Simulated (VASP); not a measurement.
# Cu (I4/mmm) in VASP: notebook

Cu is run at these levels: PBE; tasks: single point, relaxation of cell and atoms.

Program: VASP 6.6.1. These are calculated values, not measurements. Logs are shortened: lines on timing, memory, paths and dates and some standing lists are left out, and cuts for length are marked.

### 1 The cell of the first run

Symmetry: I4/mmm, No. 139, tetragonal system. Conventional cell: a = 2.929 Å, b = 2.929 Å, c = 2.743 Å, α = 90.00°, β = 90.00°, γ = 90.00°. Cu (site symmetry 4/mmm) has 14 Cu at 2.48 to 2.93 Å within 3.3 Å.

### 2 Single point, PBE

File INCAR:

```
SYSTEM = Cu
  PREC = Accurate
  ENCUT = 520
  EDIFF = 1E-7
  ISMEAR = 0
  SIGMA = 0.1
  LREAL = .False.
  LASPH = .True.
  NELM = 60
  ALGO = Normal
  ISIF = 2
  LWAVE = .False.
  LCHARG = .False.
  GGA = PE
  NBANDS = 12
```

File KPOINTS:

```
Automatic mesh
0
Gamma
  20 20 20
  0 0 0
```

File POSCAR:

```
Cu
1.0
   -1.4646404246      1.4646404246      1.3713675254
    1.4646404246     -1.4646404246      1.3713675254
    1.4646404246      1.4646404246     -1.3713675254
Cu
1
Direct
    0.0000000000      0.0000000000      0.0000000000
```

Potentials or basis: VASP PAW PBE potentials, release 64 (Cu).

Started as:

```
cat potpaw_PBE.64/Cu/POTCAR > POTCAR
mpirun -np 1 vasp_std > vasp.out
```

OUTCAR:

```text
SYSTEM = Cu
   PREC = Accurate
   ENCUT = 520
   EDIFF = 1E-7
   ISMEAR = 0
   LREAL = .False.
   LASPH = .True.
   NELM = 60
   ISIF = 2
   GGA = PE

 ion  position               nearest neighbor table
   1  0.000  0.000  0.000-

  LATTYP: Found a body centered tetragonal cell.
 ALAT       =     2.9292808492
 C/A-ratio  =     0.9363168614

  Lattice vectors:

 A1 = (  -1.4646404246,   1.4646404246,   1.3713675254)
 A2 = (   1.4646404246,  -1.4646404246,   1.3713675254)
 A3 = (   1.4646404246,   1.4646404246,  -1.3713675254)

Analysis of symmetry for initial positions (statically):
=====================================================================
 Subroutine PRICEL returns:
 Original cell was already a primitive cell.

 Routine SETGRP: Setting up the symmetry group for a
 body centered tetragonal supercell.

 Subroutine GETGRP returns: Found 16 space group operations
 (whereof 16 operations were pure point group operations)
 out of a pool of 16 trial point group operations.

The static configuration has the point symmetry D_4h.

Analysis of symmetry for dynamics (positions and initial velocities):
=====================================================================
 Subroutine PRICEL returns:
 Original cell was already a primitive cell.

 Routine SETGRP: Setting up the symmetry group for a
 body centered tetragonal supercell.

 Subroutine GETGRP returns: Found 16 space group operations
 (whereof 16 operations were pure point group operations)
 out of a pool of 16 trial point group operations.

The dynamic configuration has the point symmetry D_4h.

 Subroutine INISYM returns: Found 16 space group operations
 (whereof 16 operations are pure point group operations),
 and found     1 'primitive' translations

----------------------------------------------------------------------------------------

                                     Primitive cell

  volume of cell :      11.7673

  direct lattice vectors                    reciprocal lattice vectors
    -1.464640425  1.464640425  1.371367525     0.000000000  0.341380718  0.364599563
     1.464640425 -1.464640425  1.371367525     0.341380718  0.000000000  0.364599563
     1.464640425  1.464640425 -1.371367525     0.341380718  0.341380718  0.000000000

  length of vectors
     2.484148151  2.484148151  2.484148151     0.499473358  0.499473358  0.482785242

  position of ions in fractional coordinates (direct lattice)
     0.000000000  0.000000000  0.000000000

  ion indices of the primitive-cell ions
   primitive index   ion index
                 1           1

----------------------------------------------------------------------------------------

 KPOINTS: Automatic mesh

Automatic generation of k-mesh.
 Grid dimensions read from file:
 generate k-points for:   20   20   20

 Generating k-lattice:

  Cartesian coordinates                     Fractional coordinates (reciprocal lattice)
     0.000000000  0.017069036  0.018229978     0.050000000 -0.000000000  0.000000000
     0.017069036  0.000000000  0.018229978    -0.000000000  0.050000000  0.000000000
     0.017069036  0.017069036  0.000000000     0.000000000  0.000000000  0.050000000

  Length of vectors
     0.024973668  0.024973668  0.024139262

  Shift w.r.t. Gamma in fractional coordinates (k-lattice)
     0.000000000  0.000000000  0.000000000

 Subroutine IBZKPT returns following result:
 ===========================================

 Found    641 irreducible k-points:

 Following reciprocal coordinates:
            Coordinates               Weight
  0.000000  0.000000  0.000000      1.000000
  0.050000 -0.000000  0.000000      8.000000
  0.100000 -0.000000  0.000000      8.000000
  0.150000 -0.000000  0.000000      8.000000
  0.200000 -0.000000  0.000000      8.000000
  0.250000 -0.000000  0.000000      8.000000
[... 16 lines left out ...]
 -0.400000  0.050000 -0.000000     16.000000
 -0.350000  0.050000 -0.000000     16.000000
 [... further k-points ...]
   k-points           NKPTS =    641   k-points in BZ     NKDIM =    641   number of bands    NBANDS=     12
   number of dos      NEDOS =    301   number of ions     NIONS =      1
   total plane-waves  NPLWV =   5832
   dimension x,y,z NGX =    18 NGY =   18 NGZ =   18
   dimension x,y,z NGXF=    36 NGYF=   36 NGZF=   36
   ions per type =               1
   NGX,Y,Z   is equivalent  to a cutoff of  12.05, 12.05, 12.05 a.u.
   NGXF,Y,Z  is equivalent  to a cutoff of  24.09, 24.09, 24.09 a.u.
 SYSTEM =  Cu
   PREC   = accura    normal or accurate (medium, high low for compatibility)
   ISTART =      0    job   : 0-new  1-cont  2-samecut
   ICHARG =      2    charge: 1-file 2-atom 10-const
   ISPIN  =      1    spin polarized calculation?
   LNONCOLLINEAR =      F non collinear calculations
   LSORBIT =      F    spin-orbit coupling
   LASPH  =      T    aspherical Exc in radial PAW
   ENCUT  =  520.0 eV  38.22 Ry    6.18 a.u.   4.62  4.62  4.62*2*pi/ulx,y,z
   NELM   =     60;   NELMIN=  2; NELMDL= -5     # of ELM steps
   EDIFF  = 0.1E-06   stopping-criterion for ELM
   LREAL  =      F    real-space projection
   EDIFFG = 0.1E-05   stopping-criterion for IOM
   NSW    =      0    number of steps for IOM
   IBRION =     -1    ionic relax: 0-MD 1-quasi-New 2-CG
   NFREE  =      0    steps in history (QN), initial steepest desc. (CG)
   ISIF   =      2    stress and relaxation
   ISYM   =      2    0-nonsym 1-usesym 2-fastsym
   POTIM  = 0.5000    time-step for ionic-motion
   TEBEG  =    0.0;   TEEND  =   0.0 temperature during run
   PSTRESS=    0.0 pullay stress
   NELECT =      11.0000    total number of electrons
   NUPDOWN=      -1.0000    fix difference up-down
   EMIN   =  10.00;   EMAX   =-10.00  energy-range for DOS
   EFERMI =   0.00;   METHOD = LEGACY
   ISMEAR =     0;   SIGMA  =   0.10  broadening in eV -4-tet -1-fermi 0-gaus
   EFERMI_NEDOS =   21; number of points for ismear=-14 and -15
   IALGO  =     38    algorithm
   IMIX   =      4    mixing-type and parameters
     AMIX     =   0.40;   BMIX     =  1.00
     AMIX_MAG =   1.60;   BMIX_MAG =  1.00
  volume/ion in A,a.u.               =      11.77        79.41
  Fermi-wavevector in a.u.,A,eV,Ry     =   1.600714  3.024911 34.862011  2.562286
  Thomas-Fermi vector in A             =   2.697806
   LORBIT       =      0    0 simple, 1 ext, 2 COOP (PROOUT), +10 PAW based schemes
   GGA     = PE    functional components
   LHFCALC =     F    Hartree Fock is set to
   AEXX    =    0.0000 exact exchange contribution
   IVDW    =     0    specifies the selected vdW correction
   LEPSILON=     F    determine dielectric tensor
   LRPA    =     F    only Hartree local field effects (RPA)
 non-spin polarized calculation
 Gauss-broadening in eV      SIGMA  =   0.10
  energy-cutoff  :      520.00
  volume of cell :       11.77
 maximum number of plane-waves:       334
   NGX =  9   NGY =  9   NGZ =  9

 number of electron      10.9999999 magnetization

 Free energy of the ion-electron system (eV)
  ---------------------------------------------------
  ext. energy  EPLUGINS =         0.00000000
  ---------------------------------------------------
  free energy    TOTEN  =        -3.68850507 eV

  energy without entropy =       -3.68620465  energy(sigma->0) =       -3.68735486

 E-fermi :   7.6311     XC(G=0): -12.7481

 val. band max:        7.6248417037   @ k =   0.5000   0.1000   0.0000
 cond. band min:       7.6320241010   @ k =   0.2000   0.1500   0.1500
 fundamental gap:      0.0071823974
 Fermi energy:         7.6311123098

 k-point     1 :       0.0000    0.0000    0.0000
  band No.  band energies     occupation
      1      -1.7425      2.00000
      2       4.3505      2.00000
      3       4.6137      2.00000
      4       4.6137      2.00000
      5       5.3696      2.00000
      6       5.6491      2.00000
      7      31.9788      0.00000
      8      31.9788      0.00000
      9      33.7976      0.00000
     10      35.9806      0.00000
     11      35.9829      0.00000
     12      35.9829      0.00000

 k-point     2 :       0.0500   -0.0000    0.0000
  band No.  band energies     occupation
      1      -1.6433      2.00000
      2       4.3599      2.00000
      3       4.6106      2.00000
      4       4.6219      2.00000
      5       5.3717      2.00000
      6       5.6341      2.00000
      7      31.4619      0.00000
      8      31.6778      0.00000
      9      32.8508      0.00000
     10      34.6879      0.00000
     11      35.0357      0.00000
     12      35.5375      0.00000

 k-point     3 :       0.1000   -0.0000    0.0000
  band No.  band energies     occupation
      1      -1.3485      2.00000
      2       4.3550      2.00000
      3       4.5974      2.00000
      4       4.6796      2.00000
      5       5.3788      2.00000
      6       5.5968      2.00000
      7      29.6949      0.00000
      8      30.9841      0.00000
      9      31.1557      0.00000
     10      33.1336      0.00000
     11      34.1211      0.00000
     12      35.4056      0.00000
[... 286 lines left out ...]
 k-point    23 :      -0.4000    0.0500   -0.0000
  band No.  band energies     occupation
      1       2.3031      2.00000
      2       3.8226      2.00000
      3       5.0807      2.00000
      4       5.5019      2.00000
      5       5.6996      2.00000
      6       6.1549      2.00000
      7      15.8208      0.00000
      8      24.1738      0.00000
      9      25.5405      0.00000
     10      29.5185      0.00000
     11      32.4024      0.00000
     12      41.3796      0.00000

 k-point    24 :      -0.3500    0.0500   -0.0000
  band No.  band energies     occupation
      1       1.7641      2.00000
      2       3.9170      2.00000
      3       4.6353      2.00000
      4       5.4831      2.00000
      5       5.5978      2.00000
      6       5.8247      2.00000
      7      18.0870      0.00000
      8      24.7537      0.00000
      9      26.3462      0.00000
     10      29.8408      0.00000
     11      32.6844      0.00000
     12      39.8091      0.00000

 [... further k-points ...]
[... 5 lines left out ...]
  --------------------------------------------------------------------------------------
  -------------------------------------------------------------------------------------
  Total        0.2585259      0.2585259      0.2621000      0.0000000     -0.0000000      0.0000000
  in kB       35.1996865     35.1996865     35.6863119      0.0000000     -0.0000000      0.0000000
  external PRESSURE =      35.3618949 kB  Pullay stress =       0.0000000 kB

 VOLUME and BASIS-vectors are now :
 -----------------------------------------------------------------------------
  energy-cutoff  :      520.00
  volume of cell :       11.77
      direct lattice vectors                 reciprocal lattice vectors
    -1.464640425  1.464640425  1.371367525     0.000000000  0.341380718  0.364599563
     1.464640425 -1.464640425  1.371367525     0.341380718  0.000000000  0.364599563
     1.464640425  1.464640425 -1.371367525     0.341380718  0.341380718  0.000000000

 POSITION                                       TOTAL-FORCE (eV/Angst)
 -----------------------------------------------------------------------------------
      0.00000      0.00000      0.00000         0.000000     -0.000000      0.000000
 -----------------------------------------------------------------------------------
    total drift:                                0.000000      0.000000     -0.000000

  FREE ENERGIE OF THE ION-ELECTRON SYSTEM (eV)
  ---------------------------------------------------
  free  energy   TOTEN  =        -3.6885050716 eV

  energy  without entropy=       -3.6862046536  energy(sigma->0) =       -3.68735486
```

Wall time 92 s (1 thread of Intel Xeon 8259CL, shared host); peak memory 0.2 GiB.

Results:

```
Free energy            : -3.6885 eV
Pressure               : 3.5 GPa
Band gap on the k mesh : zero (an odd number of electrons rules out a gap without spin polarisation)
```

Caveat: the cell stands under pressure.

### 3 Single point, PBE

This run uses another cell than the first one, of 12.29 Å³/atom.

File INCAR:

```
SYSTEM = Cu
  ALGO = Normal
  EDIFF = 1E-6
  ENCUT = 520
  GGA = PE
  ISIF = 2
  ISMEAR = 0
  LASPH = .True.
  LCHARG = .False.
  LREAL = .False.
  LWAVE = .False.
  NBANDS = 12
  NELM = 60
  PREC = Accurate
  SIGMA = 0.1
```

File KPOINTS:

```
k-points
0
Gamma
  20 20 20
  0 0 0
```

File POSCAR:

```
Cu
1.0
   -1.4877049018      1.4877049018      1.3880064143
    1.4877049018     -1.4877049018      1.3880064143
    1.4877049018      1.4877049018     -1.3880064143
Cu
1
Direct
    0.0000000000      0.0000000000      0.0000000000
```

Potentials or basis: VASP PAW PBE potentials, release 64 (Cu).

Started as:

```
cat potpaw_PBE.64/Cu/POTCAR > POTCAR
mpirun -np 1 vasp_std > vasp.out
```

OUTCAR:

```text
SYSTEM = Cu
   EDIFF = 1E-6
   ENCUT = 520
   GGA = PE
   ISIF = 2
   ISMEAR = 0
   LASPH = .True.
   LREAL = .False.
   NELM = 60
   PREC = Accurate

 ion  position               nearest neighbor table
   1  0.000  0.000  0.000-

  LATTYP: Found a body centered tetragonal cell.
 ALAT       =     2.9754098036
 C/A-ratio  =     0.9329850380

  Lattice vectors:

 A1 = (  -1.4877049018,   1.4877049018,   1.3880064143)
[... 537 lines left out ...]
      9      25.2966      0.00000
     10      28.7575      0.00000
     11      31.4227      0.00000
     12      38.5276      0.00000

 [... further k-points ...]

------------------------ aborting loop because EDIFF is reached ----------------------------------------

  FORCE on cell =-STRESS in cart. coord.  units (eV):
  Direction    XX          YY          ZZ          XY          YZ          ZX
  --------------------------------------------------------------------------------------
  -------------------------------------------------------------------------------------
  Total       -0.1798647     -0.1798647     -0.1843811      0.0000000      0.0000000     -0.0000000
  in kB      -23.4515443    -23.4515443    -24.0404153      0.0000000      0.0000000     -0.0000000
  external PRESSURE =     -23.6478346 kB  Pullay stress =       0.0000000 kB

 VOLUME and BASIS-vectors are now :
 -----------------------------------------------------------------------------
  energy-cutoff  :      520.00
  volume of cell :       12.29
      direct lattice vectors                 reciprocal lattice vectors
    -1.487704902  1.487704902  1.388006414     0.000000000  0.336088158  0.360228883
     1.487704902 -1.487704902  1.388006414     0.336088158  0.000000000  0.360228883
     1.487704902  1.487704902 -1.388006414     0.336088158  0.336088158  0.000000000

 POSITION                                       TOTAL-FORCE (eV/Angst)
 -----------------------------------------------------------------------------------
      0.00000      0.00000      0.00000         0.000000      0.000000     -0.000000
 -----------------------------------------------------------------------------------
    total drift:                                0.000000     -0.000000      0.000000

  FREE ENERGIE OF THE ION-ELECTRON SYSTEM (eV)
  ---------------------------------------------------
  free  energy   TOTEN  =        -3.6901852547 eV

  energy  without entropy=       -3.6878124645  energy(sigma->0) =       -3.68899886
```

OSZICAR:

```text
N       E                     dE             d eps       ncg     rms          rms(c)
DAV:   1     0.432417447445E+02    0.43242E+02   -0.53580E+03 16908   0.152E+03
DAV:   2    -0.320572030843E+01   -0.46447E+02   -0.42719E+02 15992   0.204E+02
DAV:   3    -0.456366271651E+01   -0.13579E+01   -0.13503E+01 18040   0.401E+01
DAV:   4    -0.457206724490E+01   -0.84045E-02   -0.84034E-02 17316   0.281E+00
DAV:   5    -0.457214971447E+01   -0.82470E-04   -0.82468E-04 17960   0.286E-01    0.754E+00
DAV:   6    -0.409151853737E+01    0.48063E+00   -0.14448E+01 17884   0.716E+01    0.411E+00
DAV:   7    -0.370209457194E+01    0.38942E+00   -0.23824E+00 18040   0.291E+01    0.579E-01
DAV:   8    -0.369150847166E+01    0.10586E-01   -0.45097E-03 17324   0.848E-01    0.275E-01
DAV:   9    -0.369018805822E+01    0.13204E-02   -0.83691E-03 18804   0.157E+00    0.346E-02
DAV:  10    -0.369018615992E+01    0.18983E-05   -0.60354E-05 23136   0.132E-01    0.838E-03
DAV:  11    -0.369018525472E+01    0.90520E-06   -0.85760E-07 13436   0.171E-02
   1 F= -.36901853E+01 E0= -.36889989E+01  d E =-.237279E-02
```

Wall time 98 s (1 thread of Intel Xeon 8259CL, shared host); peak memory 0.21 GiB.

What came out:

```
Free energy            : -3.6902 eV
Pressure               : -2.4 GPa
Band gap on the k mesh : zero (an odd number of electrons rules out a gap without spin polarisation)
```

### 4 Single point, PBE

This run uses another cell than the first one, of 9.46 Å³/atom.

File INCAR:

```
SYSTEM = Cu
PREC = Accurate
ENCUT = 520
EDIFF = 1E-6
ISMEAR = 0
SIGMA = 0.1
LREAL = .FALSE.
LASPH = .TRUE.
NELM = 100
ALGO = Normal
ISIF = 2
LWAVE = .FALSE.
LCHARG = .FALSE.
GGA = PE
NBANDS = 12
```

File KPOINTS:

```
regular mesh
0
G
  22 22 22
  0 0 0
```

File POSCAR:

```
Cu
1.0
   -1.3471060903      1.3471060903      1.3030713092
    1.3471060903     -1.3471060903      1.3030713092
    1.3471060903      1.3471060903     -1.3030713092
Cu
1
Direct
    0.0000000000      0.0000000000      0.0000000000
```

Started as:

```
cat potpaw_PBE.64/Cu/POTCAR > POTCAR
mpirun -np 1 vasp_std > vasp.out
```

Run time: 2.2 min. Hardware: 1 thread of Intel Xeon 8259CL, shared host; peak memory 0.2 GiB.

It converged, with:

```
Free energy            : -3.3048 eV
Pressure               : 60.6 GPa
Band gap on the k mesh : zero (an odd number of electrons rules out a gap without spin polarisation)
```

Levels at points of the mesh, in eV from the Fermi level:
```csv
k point,band 4,band 5,band 6,band 7,band 8,band 9
"(0.00, 0.00, 0.00)",-3.93,-2.70,-2.51,26.80,26.80,27.71
"(0.50, 0.00, 0.00)",-2.37,-1.55,-1.16,5.77,18.97,20.12
"(0.50, 0.50, 0.00)",-2.48,-1.58,-1.47,5.36,19.86,21.29
"(0.50, 0.50, 0.50)",-1.81,-1.77,8.73,8.73,10.19,14.96
```

Caveat: the cell stands under pressure.

(Continued in part 2 of 2.)

The gap in the log of VASP goes by the Fermi energy; the results here count the filled bands.